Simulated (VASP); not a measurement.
# Ag (P6_3/mmc) in VASP: further runs

The runs below take Ag through single point, with LDA.

Everything below comes from runs of VASP 6.6.1. Logs are shortened: lines on timing, memory, paths and dates and some standing lists are left out, and cuts for length are marked.

## 1. The cell of the first run

Symmetry: P6_3/mmc, No. 194, hexagonal system. The conventional cell has a = 2.837 Å, b = 2.837 Å, c = 4.608 Å, α = 90.00°, β = 90.00°, γ = 120.00°. Ag (site symmetry -6m2) has 12 Ag at 2.83 to 2.84 Å within 3.7 Å.

## 2. Single point, LDA

File INCAR:

```
ALGO = Normal ; EDIFF = 1E-6
ENCUT = 520 ; GGA = CA
ISIF = 2 ; ISMEAR = -1
LASPH = True ; LCHARG = False
LREAL = False ; LWAVE = False
NBANDS = 18 ; NELM = 100
PREC = Accurate ; SIGMA = 0.1
```

File KPOINTS:

```
k-points
0
Gamma
  14 14 8
```

File POSCAR:

```
Ag
1.0
    2.8373805348      0.0000000000      0.0000000000
   -1.4186902674      2.4572436234      0.0000000000
    0.0000000000      0.0000000000      4.6082470229
Ag
2
Direct
    0.3333333333      0.6666666667      0.2500000000
    0.6666666667      0.3333333333      0.7500000000
```

Potentials or basis: VASP PAW LDA potentials, release 64 (Ag).

Command:

```
$ cat potpaw_LDA.64/Ag/POTCAR > POTCAR
$ mpirun -np 1 vasp_std > vasp.out
```

OUTCAR:

```text
EDIFF = 1E-6
   ENCUT = 520
   GGA = CA
   ISIF = 2
   ISMEAR = -1
   LASPH = True
   LREAL = False
   NELM = 100
   PREC = Accurate

 ion  position               nearest neighbor table
   1  0.333  0.667  0.250-   2 2.83   2 2.83   2 2.83   2 2.83   2 2.83   2 2.83
   2  0.667  0.333  0.750-   1 2.83   1 2.83   1 2.83   1 2.83   1 2.83   1 2.83

  LATTYP: Found a hexagonal cell.
 ALAT       =     2.8373805348
 C/A-ratio  =     1.6241201934

  Lattice vectors:

 A1 = (   2.8373805348,   0.0000000000,   0.0000000000)
 A2 = (  -1.4186902674,   2.4572436234,   0.0000000000)
 A3 = (   0.0000000000,   0.0000000000,   4.6082470229)

Analysis of symmetry for initial positions (statically):
=====================================================================
 Subroutine PRICEL returns:
 Original cell was already a primitive cell.

 Routine SETGRP: Setting up the symmetry group for a
 hexagonal supercell.

 Subroutine GETGRP returns: Found 24 space group operations
 (whereof 12 operations were pure point group operations)
 out of a pool of 24 trial point group operations.

The static configuration has the point symmetry D_3d.
 The point group associated with its full space group is D_6h.

Analysis of symmetry for dynamics (positions and initial velocities):
=====================================================================
 Subroutine PRICEL returns:
 Original cell was already a primitive cell.

 Routine SETGRP: Setting up the symmetry group for a
 hexagonal supercell.

 Subroutine GETGRP returns: Found 24 space group operations
 (whereof 12 operations were pure point group operations)
 out of a pool of 24 trial point group operations.

The dynamic configuration has the point symmetry D_3d.
 The point group associated with its full space group is D_6h.

 Subroutine INISYM returns: Found 24 space group operations
 (whereof 12 operations are pure point group operations),
 and found     1 'primitive' translations

----------------------------------------------------------------------------------------

                                     Primitive cell

  volume of cell :      32.1293

  direct lattice vectors                    reciprocal lattice vectors
     2.837380535  0.000000000  0.000000000     0.352437746  0.203480027  0.000000000
    -1.418690267  2.457243623  0.000000000     0.000000000  0.406960055  0.000000000
     0.000000000  0.000000000  4.608247023     0.000000000  0.000000000  0.217002256

  length of vectors
     2.837380535  2.837380535  4.608247023     0.406960055  0.406960055  0.217002256

  position of ions in fractional coordinates (direct lattice)
     0.333333333  0.666666667  0.250000000
     0.666666667  0.333333333  0.750000000

  ion indices of the primitive-cell ions
   primitive index   ion index
                 1           1
                 2           2

----------------------------------------------------------------------------------------

 KPOINTS: k-points

Automatic generation of k-mesh.
 Grid dimensions read from file:
 generate k-points for:   14   14    8

 Generating k-lattice:

  Cartesian coordinates                     Fractional coordinates (reciprocal lattice)
     0.025174125  0.014534288  0.000000000     0.071428571  0.000000000  0.000000000
     0.000000000  0.029068575  0.000000000     0.000000000  0.071428571  0.000000000
     0.000000000  0.000000000  0.027125282     0.000000000  0.000000000  0.125000000

  Length of vectors
     0.029068575  0.029068575  0.027125282

  Shift w.r.t. Gamma in fractional coordinates (k-lattice)
     0.000000000  0.000000000  0.000000000

 Subroutine IBZKPT returns following result:
 ===========================================

 Found    120 irreducible k-points:

 Following reciprocal coordinates:
            Coordinates               Weight
  0.000000  0.000000  0.000000      1.000000
  0.071429 -0.000000  0.000000      6.000000
  0.142857 -0.000000  0.000000      6.000000
  0.214286 -0.000000  0.000000      6.000000
  0.285714 -0.000000  0.000000      6.000000
  0.357143 -0.000000  0.000000      6.000000
[... 16 lines left out ...]
  0.285714  0.285714  0.000000      6.000000
  0.357143  0.285714  0.000000      6.000000
 [... further k-points ...]
   k-points           NKPTS =    120   k-points in BZ     NKDIM =    120   number of bands    NBANDS=     18
   number of dos      NEDOS =    301   number of ions     NIONS =      2
   total plane-waves  NPLWV =  20736
   dimension x,y,z NGX =    24 NGY =   24 NGZ =   36
   dimension x,y,z NGXF=    48 NGYF=   48 NGZF=   72
   ions per type =               2
   NGX,Y,Z   is equivalent  to a cutoff of  14.06, 14.06, 12.99 a.u.
   NGXF,Y,Z  is equivalent  to a cutoff of  28.12, 28.12, 25.97 a.u.
 SYSTEM =  unknown system
   PREC   = accura    normal or accurate (medium, high low for compatibility)
   ISTART =      0    job   : 0-new  1-cont  2-samecut
   ICHARG =      2    charge: 1-file 2-atom 10-const
   ISPIN  =      1    spin polarized calculation?
   LNONCOLLINEAR =      F non collinear calculations
   LSORBIT =      F    spin-orbit coupling
   LASPH  =      T    aspherical Exc in radial PAW
   ENCUT  =  520.0 eV  38.22 Ry    6.18 a.u.   5.28  5.28  8.57*2*pi/ulx,y,z
   NELM   =    100;   NELMIN=  2; NELMDL= -5     # of ELM steps
   EDIFF  = 0.1E-05   stopping-criterion for ELM
   LREAL  =      F    real-space projection
   EDIFFG = 0.1E-04   stopping-criterion for IOM
   NSW    =      0    number of steps for IOM
   IBRION =     -1    ionic relax: 0-MD 1-quasi-New 2-CG
   NFREE  =      0    steps in history (QN), initial steepest desc. (CG)
   ISIF   =      2    stress and relaxation
   ISYM   =      2    0-nonsym 1-usesym 2-fastsym
   POTIM  = 0.5000    time-step for ionic-motion
   TEBEG  =    0.0;   TEEND  =   0.0 temperature during run
   PSTRESS=    0.0 pullay stress
   NELECT =      22.0000    total number of electrons
   NUPDOWN=      -1.0000    fix difference up-down
   EMIN   =  10.00;   EMAX   =-10.00  energy-range for DOS
   EFERMI =   0.00;   METHOD = LEGACY
   ISMEAR =    -1;   SIGMA  =   0.10  broadening in eV -4-tet -1-fermi 0-gaus
   EFERMI_NEDOS =   21; number of points for ismear=-14 and -15
   IALGO  =     38    algorithm
   IMIX   =      4    mixing-type and parameters
     AMIX     =   0.40;   BMIX     =  1.00
     AMIX_MAG =   1.60;   BMIX_MAG =  1.00
  volume/ion in A,a.u.               =      16.06       108.41
  Fermi-wavevector in a.u.,A,eV,Ry     =   1.442941  2.726763 28.328397  2.082078
  Thomas-Fermi vector in A             =   2.561404
   LORBIT       =      0    0 simple, 1 ext, 2 COOP (PROOUT), +10 PAW based schemes
   GGA     = CA    functional components
   LHFCALC =     F    Hartree Fock is set to
   AEXX    =    0.0000 exact exchange contribution
   IVDW    =     0    specifies the selected vdW correction
   LEPSILON=     F    determine dielectric tensor
   LRPA    =     F    only Hartree local field effects (RPA)
 non-spin polarized calculation
  energy-cutoff  :      520.00
  volume of cell :       32.13
 maximum number of plane-waves:       878
 NGX is ok and might be reduce to    24
   NGX = 11   NGY = 11   NGZ = 17

 number of electron      22.0000000 magnetization

 Free energy of the ion-electron system (eV)
  ---------------------------------------------------
  ext. energy  EPLUGINS =         0.00000000
  ---------------------------------------------------
  free energy    TOTEN  =        -7.55533331 eV

  energy without entropy =       -7.53515295  energy(sigma->0) =       -7.54524313

 E-fermi :   8.9653     XC(G=0): -12.9360

 val. band max:        8.9470359868   @ k =   0.0714  -0.0000   0.0000
 cond. band min:       8.9857491922   @ k =   0.4286  -0.0000   0.5000
 fundamental gap:      0.0387132055
 Fermi energy:         8.9653476214

 k-point     1 :       0.0000    0.0000    0.0000
  band No.  band energies     occupation
      1       0.7357      2.00000
      2       2.2268      2.00000
      3       4.0342      2.00000
      4       4.1151      2.00000
      5       4.1151      2.00000
      6       4.3911      2.00000
[... 10 lines left out ...]
     17      27.7881      0.00000
     18      27.7881      0.00000

 k-point     2 :       0.0714   -0.0000    0.0000
  band No.  band energies     occupation
      1       0.8836      2.00000
      2       2.3162      2.00000
      3       3.9147      2.00000
      4       4.1984      2.00000
      5       4.2262      2.00000
      6       4.3599      2.00000
[... 10 lines left out ...]
     17      27.0364      0.00000
     18      27.9419      0.00000

 k-point     3 :       0.1429   -0.0000    0.0000
  band No.  band energies     occupation
      1       1.3050      2.00000
      2       2.5415      2.00000
      3       3.7478      2.00000
      4       4.2422      2.00000
      5       4.3863      2.00000
      6       4.4386      2.00000
[... 10 lines left out ...]
     17      27.3221      0.00000
     18      27.7344      0.00000

 k-point     4 :       0.2143   -0.0000    0.0000
  band No.  band energies     occupation
      1       1.9051      2.00000
      2       2.7355      2.00000
      3       3.6894      2.00000
      4       3.8906      2.00000
      5       4.1760      2.00000
      6       4.4109      2.00000
[... 375 lines left out ...]
      4       3.9156      2.00000
      5       4.1261      2.00000
      6       4.2443      2.00000
[... 10 lines left out ...]
     17      20.5177      0.00000
     18      22.8170      0.00000

 k-point    23 :       0.2857    0.2857    0.0000
  band No.  band energies     occupation
      1       2.7604      2.00000
      2       3.1731      2.00000
      3       3.2700      2.00000
      4       3.8528      2.00000
      5       3.9079      2.00000
      6       4.2160      2.00000
[... 10 lines left out ...]
     17      21.1816      0.00000
     18      21.3009      0.00000

 k-point    24 :       0.3571    0.2857    0.0000
  band No.  band energies     occupation
      1       2.7304      2.00000
      2       3.2346      2.00000
      3       3.3073      2.00000
      4       3.8313      2.00000
      5       3.9651      2.00000
      6       4.1062      2.00000
[... 10 lines left out ...]
     17      20.0549      0.00000
     18      21.0796      0.00000

 [... further k-points ...]

------------------------ aborting loop because EDIFF is reached ----------------------------------------

  FORCE on cell =-STRESS in cart. coord.  units (eV):
  Direction    XX          YY          ZZ          XY          YZ          ZX
  --------------------------------------------------------------------------------------
  -------------------------------------------------------------------------------------
  Total       -0.0442370     -0.0442370      0.1312657      0.0000000      0.0000000      0.0000000
  in kB       -2.2059474     -2.2059474      6.5457632      0.0000000      0.0000000      0.0000000
  external PRESSURE =       0.7112894 kB  Pullay stress =       0.0000000 kB

 VOLUME and BASIS-vectors are now :
 -----------------------------------------------------------------------------
  energy-cutoff  :      520.00
  volume of cell :       32.13
      direct lattice vectors                 reciprocal lattice vectors
     2.837380535  0.000000000  0.000000000     0.352437746  0.203480027  0.000000000
    -1.418690267  2.457243623  0.000000000     0.000000000  0.406960055  0.000000000
     0.000000000  0.000000000  4.608247023     0.000000000  0.000000000  0.217002256

 POSITION                                       TOTAL-FORCE (eV/Angst)
 -----------------------------------------------------------------------------------
     -0.00000      1.63816      1.15206         0.000000     -0.000000      0.000000
      1.41869      0.81908      3.45619        -0.000000      0.000000      0.000000
 -----------------------------------------------------------------------------------
    total drift:                                0.000000     -0.000000      0.000000

  FREE ENERGIE OF THE ION-ELECTRON SYSTEM (eV)
  ---------------------------------------------------
  free  energy   TOTEN  =        -7.5553333121 eV

  energy  without entropy=       -7.5351529472  energy(sigma->0) =       -7.54524313
```

Wall time 24 s (1 thread of Intel Xeon Platinum 8488C (Sapphire Rapids), shared host); peak memory 0.17 GiB.

Results:

```yaml
Free_energy: -7.5553 eV
Pressure: 0.1 GPa
Band_gap_on_the_k_mesh: zero (band 11 reaches 12.80 eV, above the bottom of band 12 at 5.57 eV)
```

Stress tensor (GPa, compression positive):
```
-0.22  0.00  0.00
 0.00 -0.22  0.00
 0.00  0.00  0.65
```

[end of part 1 of 2]
